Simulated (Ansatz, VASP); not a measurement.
**One calculation of Ti2SeS, two programs**

```xyz
8
Lattice="3.6045 0.0000 0.0002 -1.8022 3.1212 -0.0003 0.0009 -0.0009 11.7369" Properties=species:S:1:pos:R:3 pbc="T T T"
Ti    1.8037    1.0395   10.5490
Ti    0.0003    2.0810    1.1872
Ti    1.8026    1.0399    7.0560
Ti   -0.0003    2.0804    4.6805
Se    0.0013    2.0801    8.8028
Se    1.8018    1.0402    2.9345
S     0.0004    0.0001    0.0000
S     0.0000   -0.0005    5.8688
```

Change from the starting cell: cell x1, atoms moved at random (sigma 0.05 Å) and cell strained at random (1.5 %), then relaxed without symmetry.

Alike in both runs: functional PBE; k mesh 6 × 6 × 2; occupations gaussian, width 0.2 eV; no spin polarisation.

Ansatz relaxed the structure, and its values are those at the end. VASP's run is a single point on that final structure, the one shown.

|  | VASP | Ansatz |
| --- | --- | --- |
| version | VASP 6.6.1 | Ansatz 0.2.0 |
| potentials or method | VASP PAW PBE potentials, release 64 (Ti_sv, Se, S), cutoff 520 eV | scalar-relativistic, plane waves, PAW |
| valence electrons in the cell | 72 | 92 |

Ansatz gave:

| Item | Value |
| --- | --- |
| gap on the k mesh at the Fermi level (eV) | none |
| pressure (GPa) | 0.0 |
| rms of the force components (eV/Å) | 0.003 |

Question: Which values does VASP return?

Answer: gap on the k mesh at the Fermi level (eV): none; pressure (GPa): 0.1; rms of the force components (eV/Å): 0.004.

A gap of «none» marks a metal or a gap that the smearing closes. VASP's potentials hold 72 valence electrons a cell and Ansatz's 92, so a difference there can come from the potentials and not from the codes.
